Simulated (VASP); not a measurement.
# Al in VASP: settings compared, part 2 of 2

VASP 6.6.1. Earlier steps stand in the parts before.

## (4) Single point, LDA

This run uses another cell than the first one, of 16.58 Å³/atom, 1.020 times its volume.

The input, INCAR:

```
PREC = Accurate
ENCUT = 520
EDIFF = 1E-6
ISMEAR = -1
SIGMA = 0.05
LREAL = F
LASPH = T
NELM = 100
ALGO = Normal
ISIF = 2
LWAVE = F
LCHARG = F
NBANDS = 8
```

The input, KPOINTS:

```
regular mesh
0
Gamma
  14 14 14
```

The input, POSCAR:

```
Al
1.0
    0.0000000000      2.0239800000      2.0239800000
    2.0239800000      0.0000000000      2.0239800000
    2.0239800000      2.0239800000      0.0000000000
Al
1
Direct
    0.0000000000      0.0000000000      0.0000000000
```

Potentials or basis: VASP PAW LDA potentials, release 64 (Al).

Run with:

```sh
cat potpaw_LDA.64/Al/POTCAR > POTCAR
mpirun -np 1 vasp_std > vasp.out
```

OUTCAR:

```text
PREC = Accurate
   ENCUT = 520
   EDIFF = 1E-6
   ISMEAR = -1
   LREAL = F
   LASPH = T
   NELM = 100
   ISIF = 2

 ion  position               nearest neighbor table
   1  0.000  0.000  0.000-

  LATTYP: Found a face centered cubic cell.
 ALAT       =     4.0479600000

  Lattice vectors:

 A1 = (   0.0000000000,   2.0239800000,   2.0239800000)
 A2 = (   2.0239800000,   0.0000000000,   2.0239800000)
 A3 = (   2.0239800000,   2.0239800000,   0.0000000000)

Analysis of symmetry for initial positions (statically):
=====================================================================
 Subroutine PRICEL returns:
 Original cell was already a primitive cell.

 Routine SETGRP: Setting up the symmetry group for a
 face centered cubic supercell.

 Subroutine GETGRP returns: Found 48 space group operations
 (whereof 48 operations were pure point group operations)
 out of a pool of 48 trial point group operations.

The static configuration has the point symmetry O_h .

Analysis of symmetry for dynamics (positions and initial velocities):
=====================================================================
 Subroutine PRICEL returns:
 Original cell was already a primitive cell.

 Routine SETGRP: Setting up the symmetry group for a
 face centered cubic supercell.

 Subroutine GETGRP returns: Found 48 space group operations
 (whereof 48 operations were pure point group operations)
 out of a pool of 48 trial point group operations.

The dynamic configuration has the point symmetry O_h .

 Subroutine INISYM returns: Found 48 space group operations
 (whereof 48 operations are pure point group operations),
 and found     1 'primitive' translations

----------------------------------------------------------------------------------------

                                     Primitive cell

  volume of cell :      16.5824

  direct lattice vectors                    reciprocal lattice vectors
     0.000000000  2.023980000  2.023980000    -0.247038014  0.247038014  0.247038014
     2.023980000  0.000000000  2.023980000     0.247038014 -0.247038014  0.247038014
     2.023980000  2.023980000  0.000000000     0.247038014  0.247038014 -0.247038014

  length of vectors
     2.862339966  2.862339966  2.862339966     0.427882392  0.427882392  0.427882392

  position of ions in fractional coordinates (direct lattice)
     0.000000000  0.000000000  0.000000000

  ion indices of the primitive-cell ions
   primitive index   ion index
                 1           1

----------------------------------------------------------------------------------------

 KPOINTS: regular mesh

Automatic generation of k-mesh.
 Grid dimensions read from file:
 generate k-points for:   14   14   14

 Generating k-lattice:

  Cartesian coordinates                     Fractional coordinates (reciprocal lattice)
    -0.017645572  0.017645572  0.017645572     0.071428571  0.000000000  0.000000000
     0.017645572 -0.017645572  0.017645572     0.000000000  0.071428571  0.000000000
     0.017645572  0.017645572 -0.017645572     0.000000000  0.000000000  0.071428571

  Length of vectors
     0.030563028  0.030563028  0.030563028

  Shift w.r.t. Gamma in fractional coordinates (k-lattice)
     0.000000000  0.000000000  0.000000000

 Subroutine IBZKPT returns following result:
 ===========================================

 Found    104 irreducible k-points:

 Following reciprocal coordinates:
            Coordinates               Weight
  0.000000  0.000000  0.000000      1.000000
  0.071429  0.000000  0.000000      8.000000
  0.142857  0.000000  0.000000      8.000000
  0.214286  0.000000  0.000000      8.000000
  0.285714  0.000000  0.000000      8.000000
  0.357143  0.000000  0.000000      8.000000
[... 16 lines left out ...]
  0.214286  0.142857  0.000000     24.000000
  0.285714  0.142857  0.000000     24.000000
 [... further k-points ...]
   k-points           NKPTS =    104   k-points in BZ     NKDIM =    104   number of bands    NBANDS=      8
   number of dos      NEDOS =    301   number of ions     NIONS =      1
   total plane-waves  NPLWV =  13824
   dimension x,y,z NGX =    24 NGY =   24 NGZ =   24
   dimension x,y,z NGXF=    48 NGYF=   48 NGZF=   48
   ions per type =               1
   NGX,Y,Z   is equivalent  to a cutoff of  13.94, 13.94, 13.94 a.u.
   NGXF,Y,Z  is equivalent  to a cutoff of  27.88, 27.88, 27.88 a.u.
 SYSTEM =  unknown system
   PREC   = accura    normal or accurate (medium, high low for compatibility)
   ISTART =      0    job   : 0-new  1-cont  2-samecut
   ICHARG =      2    charge: 1-file 2-atom 10-const
   ISPIN  =      1    spin polarized calculation?
   LNONCOLLINEAR =      F non collinear calculations
   LSORBIT =      F    spin-orbit coupling
   LASPH  =      T    aspherical Exc in radial PAW
   ENCUT  =  520.0 eV  38.22 Ry    6.18 a.u.   5.32  5.32  5.32*2*pi/ulx,y,z
   NELM   =    100;   NELMIN=  2; NELMDL= -5     # of ELM steps
   EDIFF  = 0.1E-05   stopping-criterion for ELM
   LREAL  =      F    real-space projection
   EDIFFG = 0.1E-04   stopping-criterion for IOM
   NSW    =      0    number of steps for IOM
   IBRION =     -1    ionic relax: 0-MD 1-quasi-New 2-CG
   NFREE  =      0    steps in history (QN), initial steepest desc. (CG)
   ISIF   =      2    stress and relaxation
   ISYM   =      2    0-nonsym 1-usesym 2-fastsym
   POTIM  = 0.5000    time-step for ionic-motion
   TEBEG  =    0.0;   TEEND  =   0.0 temperature during run
   PSTRESS=    0.0 pullay stress
   NELECT =       3.0000    total number of electrons
   NUPDOWN=      -1.0000    fix difference up-down
   EMIN   =  10.00;   EMAX   =-10.00  energy-range for DOS
   EFERMI =   0.00;   METHOD = LEGACY
   ISMEAR =    -1;   SIGMA  =   0.05  broadening in eV -4-tet -1-fermi 0-gaus
   EFERMI_NEDOS =   21; number of points for ismear=-14 and -15
   IALGO  =     38    algorithm
   IMIX   =      4    mixing-type and parameters
     AMIX     =   0.40;   BMIX     =  1.00
     AMIX_MAG =   1.60;   BMIX_MAG =  1.00
  volume/ion in A,a.u.               =      16.58       111.90
  Fermi-wavevector in a.u.,A,eV,Ry     =   0.925903  1.749704 11.664236  0.857297
  Thomas-Fermi vector in A             =   2.051808
   LORBIT       =      0    0 simple, 1 ext, 2 COOP (PROOUT), +10 PAW based schemes
   GGA     = CA    functional components
   LHFCALC =     F    Hartree Fock is set to
   AEXX    =    0.0000 exact exchange contribution
   IVDW    =     0    specifies the selected vdW correction
   LEPSILON=     F    determine dielectric tensor
   LRPA    =     F    only Hartree local field effects (RPA)
 non-spin polarized calculation
  energy-cutoff  :      520.00
  volume of cell :       16.58
 maximum number of plane-waves:       459
 NGX is ok and might be reduce to    24
   NGX = 11   NGY = 11   NGZ = 11

 number of electron       3.0000000 magnetization

 Free energy of the ion-electron system (eV)
  ---------------------------------------------------
  ext. energy  EPLUGINS =         0.00000000
  ---------------------------------------------------
  free energy    TOTEN  =        -4.17639005 eV

  energy without entropy =       -4.17193062  energy(sigma->0) =       -4.17416033

 E-fermi :   7.7128     XC(G=0): -10.3259

 val. band max:        7.6556021685   @ k =  -0.2857   0.5000   0.2143
 cond. band min:       7.7199895869   @ k =  -0.3571   0.4286   0.2143
 fundamental gap:      0.0643874184
 Fermi energy:         7.7128379388

 k-point     1 :       0.0000    0.0000    0.0000
  band No.  band energies     occupation
      1      -3.3268      2.00000
      2      20.2829      0.00000
      3      20.2829      0.00000
      4      20.2829      0.00000
      5      21.5637      0.00000
      6      21.5637      0.00000
      7      21.5637      0.00000
      8      24.3157      0.00000

 k-point     2 :       0.0714    0.0000    0.0000
  band No.  band energies     occupation
      1      -3.1889      2.00000
      2      18.1311      0.00000
      3      19.7873      0.00000
      4      19.7873      0.00000
      5      22.2654      0.00000
      6      22.2654      0.00000
      7      22.3084      0.00000
      8      25.6368      0.00000
[... 221 lines left out ...]
 k-point    23 :       0.2143    0.1429    0.0000
  band No.  band energies     occupation
      1      -2.0906      2.00000
      2      14.6557      0.00000
      3      16.4824      0.00000
      4      17.7754      0.00000
      5      19.4940      0.00000
      6      20.5009      0.00000
      7      26.2494      0.00000
      8      26.5085      0.00000

 k-point    24 :       0.2857    0.1429    0.0000
  band No.  band energies     occupation
      1      -1.3179      2.00000
      2      11.9917      0.00000
      3      16.0595      0.00000
      4      17.6668      0.00000
      5      17.9781      0.00000
      6      21.8260      0.00000
      7      25.6895      0.00000
      8      26.2775      0.00000

 [... further k-points ...]
[... 5 lines left out ...]
  --------------------------------------------------------------------------------------
  -------------------------------------------------------------------------------------
  Total       -0.3884432     -0.3884432     -0.3884432      0.0000000      0.0000000     -0.0000000
  in kB      -37.5309401    -37.5309401    -37.5309401      0.0000000      0.0000000     -0.0000000
  external PRESSURE =     -37.5309401 kB  Pullay stress =       0.0000000 kB

 VOLUME and BASIS-vectors are now :
 -----------------------------------------------------------------------------
  energy-cutoff  :      520.00
  volume of cell :       16.58
      direct lattice vectors                 reciprocal lattice vectors
     0.000000000  2.023980000  2.023980000    -0.247038014  0.247038014  0.247038014
     2.023980000  0.000000000  2.023980000     0.247038014 -0.247038014  0.247038014
     2.023980000  2.023980000  0.000000000     0.247038014  0.247038014 -0.247038014

 POSITION                                       TOTAL-FORCE (eV/Angst)
 -----------------------------------------------------------------------------------
      0.00000      0.00000      0.00000         0.000000     -0.000000     -0.000000
 -----------------------------------------------------------------------------------
    total drift:                               -0.000000      0.000000      0.000000

  FREE ENERGIE OF THE ION-ELECTRON SYSTEM (eV)
  ---------------------------------------------------
  free  energy   TOTEN  =        -4.1763900474 eV

  energy  without entropy=       -4.1719306181  energy(sigma->0) =       -4.17416033
```

OSZICAR:

```text
N       E                     dE             d eps       ncg     rms          rms(c)
DAV:   1    -0.282356761763E+01   -0.28236E+01   -0.86725E+02  1664   0.206E+02
DAV:   2    -0.419877670402E+01   -0.13752E+01   -0.13403E+01  2408   0.187E+01
DAV:   3    -0.420559311333E+01   -0.68164E-02   -0.68153E-02  2080   0.144E+00
DAV:   4    -0.420560492758E+01   -0.11814E-04   -0.11815E-04  2688   0.536E-02
DAV:   5    -0.420560493738E+01   -0.98028E-08   -0.90736E-08  2112   0.101E-03    0.135E+00
DAV:   6    -0.418783809860E+01    0.17767E-01   -0.27759E-03  2208   0.207E-01    0.762E-01
DAV:   7    -0.417641471309E+01    0.11423E-01   -0.68856E-03  2096   0.321E-01    0.158E-01
DAV:   8    -0.417639025776E+01    0.24455E-04   -0.19865E-05  2536   0.296E-02    0.153E-02
DAV:   9    -0.417639004739E+01    0.21037E-06   -0.14008E-07  2128   0.173E-03
   1 F= -.41763900E+01 E0= -.41741603E+01  d E =-.445943E-02
```

Run time: 6.5 s. Hardware: 1 thread of Intel Xeon 6975P-C, shared host; peak memory 0.13 GiB.

Results:

```
Free energy : -4.1764 eV
Pressure    : -3.8 GPa
```

## (5) Single point, LDA (functional lda, volume scaled by 0.96)

The input, INCAR:

```
SYSTEM = Al
PREC = Accurate
ENCUT = 520
EDIFF = 1E-7
ISMEAR = -1
SIGMA = 0.05
LREAL = .FALSE.
LASPH = .TRUE.
NELM = 80
ALGO = Normal
ISIF = 2
LWAVE = .FALSE.
LCHARG = .FALSE.
NBANDS = 8
```

The input, KPOINTS:

```
regular mesh
0
G
  14 14 14
  0 0 0
```

The input, POSCAR:

```
Al
1.0
    0.0000000000      1.9966255657      1.9966255657
    1.9966255657      0.0000000000      1.9966255657
    1.9966255657      1.9966255657      0.0000000000
Al
1
Direct
    0.0000000000      0.0000000000      0.0000000000
```

Potentials or basis: VASP PAW LDA potentials, release 64 (Al).

Run with:

```sh
cat potpaw_LDA.64/Al/POTCAR > POTCAR
mpirun -np 1 vasp_std > vasp.out
```

OUTCAR:

```text
SYSTEM = Al
   PREC = Accurate
   ENCUT = 520
   EDIFF = 1E-7
   ISMEAR = -1
   LREAL = .FALSE.
   LASPH = .TRUE.
   NELM = 80
   ISIF = 2

 ion  position               nearest neighbor table
   1  0.000  0.000  0.000-

  LATTYP: Found a face centered cubic cell.
 ALAT       =     3.9932511314

  Lattice vectors:

 A1 = (   0.0000000000,   1.9966255657,   1.9966255657)
 A2 = (   1.9966255657,   0.0000000000,   1.9966255657)
 A3 = (   1.9966255657,   1.9966255657,   0.0000000000)

Analysis of symmetry for initial positions (statically):
=====================================================================
 Subroutine PRICEL returns:
 Original cell was already a primitive cell.

 Routine SETGRP: Setting up the symmetry group for a
 face centered cubic supercell.

 Subroutine GETGRP returns: Found 48 space group operations
 (whereof 48 operations were pure point group operations)
 out of a pool of 48 trial point group operations.

The static configuration has the point symmetry O_h .

Analysis of symmetry for dynamics (positions and initial velocities):
=====================================================================
 Subroutine PRICEL returns:
 Original cell was already a primitive cell.

 Routine SETGRP: Setting up the symmetry group for a
 face centered cubic supercell.

 Subroutine GETGRP returns: Found 48 space group operations
 (whereof 48 operations were pure point group operations)
 out of a pool of 48 trial point group operations.

The dynamic configuration has the point symmetry O_h .

 Subroutine INISYM returns: Found 48 space group operations
 (whereof 48 operations are pure point group operations),
 and found     1 'primitive' translations

----------------------------------------------------------------------------------------

                                     Primitive cell

  volume of cell :      15.9192

  direct lattice vectors                    reciprocal lattice vectors
[... 101 lines left out ...]
   EFERMI_NEDOS =   21; number of points for ismear=-14 and -15
   IALGO  =     38    algorithm
   IMIX   =      4    mixing-type and parameters
     AMIX     =   0.40;   BMIX     =  1.00
     AMIX_MAG =   1.60;   BMIX_MAG =  1.00
  volume/ion in A,a.u.               =      15.92       107.43
  Fermi-wavevector in a.u.,A,eV,Ry     =   0.938589  1.773675 11.986034  0.880949
  Thomas-Fermi vector in A             =   2.065816
   LORBIT       =      0    0 simple, 1 ext, 2 COOP (PROOUT), +10 PAW based schemes
   GGA     = CA    functional components
   LHFCALC =     F    Hartree Fock is set to
   AEXX    =    0.0000 exact exchange contribution
   IVDW    =     0    specifies the selected vdW correction
   LEPSILON=     F    determine dielectric tensor
   LRPA    =     F    only Hartree local field effects (RPA)
 non-spin polarized calculation
  energy-cutoff  :      520.00
  volume of cell :       15.92
 maximum number of plane-waves:       444
 NGX is ok and might be reduce to    24
   NGX = 11   NGY = 11   NGZ = 11

 number of electron       3.0000000 magnetization

 Free energy of the ion-electron system (eV)
  ---------------------------------------------------
  ext. energy  EPLUGINS =         0.00000000
  ---------------------------------------------------
  free energy    TOTEN  =        -4.18595003 eV

  energy without entropy =       -4.18194732  energy(sigma->0) =       -4.18394868

 E-fermi :   8.1336     XC(G=0): -10.4775

 val. band max:        8.1139700556   @ k =  -0.3571   0.4286   0.2143
 cond. band min:       8.1763371677   @ k =   0.5000   0.2857   0.0000
 fundamental gap:      0.0623671120
 Fermi energy:         8.1336437035

 k-point     1 :       0.0000    0.0000    0.0000
  band No.  band energies     occupation
      1      -3.1816      2.00000
      2      20.9336      0.00000
      3      20.9336      0.00000
      4      20.9336      0.00000
      5      22.5308      0.00000
      6      22.5308      0.00000
      7      22.5308      0.00000
      8      25.0424      0.00000
[... 243 lines left out ...]
 k-point    24 :       0.2857    0.1429    0.0000
  band No.  band energies     occupation
      1      -1.1186      2.00000
      2      12.5176      0.00000
      3      16.7334      0.00000
      4      18.2860      0.00000
      5      18.7377      0.00000
      6      22.6853      0.00000
      7      26.5899      0.00000
      8      27.2233      0.00000

 [... further k-points ...]
[... 5 lines left out ...]
  --------------------------------------------------------------------------------------
  -------------------------------------------------------------------------------------
  Total       -0.0750755     -0.0750755     -0.0750755     -0.0000000     -0.0000000     -0.0000000
  in kB       -7.5559501     -7.5559501     -7.5559501     -0.0000000     -0.0000000     -0.0000000
  external PRESSURE =      -7.5559501 kB  Pullay stress =       0.0000000 kB

 VOLUME and BASIS-vectors are now :
 -----------------------------------------------------------------------------
  energy-cutoff  :      520.00
  volume of cell :       15.92
      direct lattice vectors                 reciprocal lattice vectors
     0.000000000  1.996625566  1.996625566    -0.250422517  0.250422517  0.250422517
     1.996625566  0.000000000  1.996625566     0.250422517 -0.250422517  0.250422517
     1.996625566  1.996625566  0.000000000     0.250422517  0.250422517 -0.250422517

 POSITION                                       TOTAL-FORCE (eV/Angst)
 -----------------------------------------------------------------------------------
      0.00000      0.00000      0.00000         0.000000      0.000000     -0.000000
 -----------------------------------------------------------------------------------
    total drift:                                0.000000     -0.000000     -0.000000

  FREE ENERGIE OF THE ION-ELECTRON SYSTEM (eV)
  ---------------------------------------------------
  free  energy   TOTEN  =        -4.1859500304 eV

  energy  without entropy=       -4.1819473238  energy(sigma->0) =       -4.18394868
```

OSZICAR:

```text
N       E                     dE             d eps       ncg     rms          rms(c)
DAV:   1    -0.277045427361E+01   -0.27705E+01   -0.91154E+02  1696   0.208E+02
DAV:   2    -0.421068635560E+01   -0.14402E+01   -0.14172E+01  2416   0.194E+01
DAV:   3    -0.421601839799E+01   -0.53320E-02   -0.53251E-02  2104   0.130E+00
DAV:   4    -0.421602598919E+01   -0.75912E-05   -0.75921E-05  2632   0.461E-02
DAV:   5    -0.421602600013E+01   -0.10935E-07   -0.11014E-07  2096   0.836E-04    0.143E+00
DAV:   6    -0.419777764388E+01    0.18248E-01   -0.24838E-03  2200   0.198E-01    0.803E-01
DAV:   7    -0.418597518246E+01    0.11802E-01   -0.62076E-03  2120   0.308E-01    0.167E-01
DAV:   8    -0.418595024262E+01    0.24940E-04   -0.19383E-05  2504   0.285E-02    0.150E-02
DAV:   9    -0.418595003919E+01    0.20343E-06   -0.12499E-07  2352   0.172E-03    0.788E-04
DAV:  10    -0.418595003039E+01    0.88028E-08   -0.28964E-09  2064   0.315E-04
   1 F= -.41859500E+01 E0= -.41839487E+01  d E =-.400271E-02
```

It took 7.7 s on 1 thread of Intel Xeon 6975P-C, shared host; peak memory 0.13 GiB.

Results:

| Property | Result |
| --- | --- |
| Free energy | -4.1860 eV |
| Pressure | -0.8 GPa |

Levels at points of the mesh, in eV from the Fermi level:
```csv
k point,band 1,band 2,band 3,band 4,band 5
"(0.00, 0.00, 0.00)",-11.32,12.80,12.80,12.80,14.40
"(0.50, 0.00, 0.00)",-4.66,-4.41,11.63,11.63,11.65
"(0.50, 0.50, 0.00)",-2.95,-1.59,5.34,5.74,5.74
```

Caveat: the cell differs from its parent crystal (functional lda, volume scaled by 0.96).

## (6) Overview

| level | potentials or basis | cell | gap on the mesh (eV) | pressure (GPa) |
| --- | --- | --- | --- | --- |
| PBE | VASP PAW PBE potentials, release 64 (Al) | a = 2.848, b = 2.848, c = 2.834 Å, angles 60.2, 60.2, 59.7°, 1 atom | none | 0.9 |
| PBE | VASP PAW PBE potentials, release 64 (Al) | a = 2.891, b = 2.891, c = 2.920 Å, angles 59.7, 59.7, 60.7°, 1 atom | none | -3.2 |
| LDA | VASP PAW LDA potentials, release 64 (Al) | a = 2.862 Å, angles 60.0°, 1 atom | none | -3.8 |
| LDA | VASP PAW LDA potentials, release 64 (Al) | a = 2.824 Å, angles 60.0°, 1 atom | none | -0.8 |

Alike in all rows: task single point; no spin polarisation; k mesh 14 × 14 × 14; cutoff (eV) 520; smearing fermi-dirac 0.05 eV.

Total energies depend on the potentials used, so only differences within one code and one set of settings carry meaning.
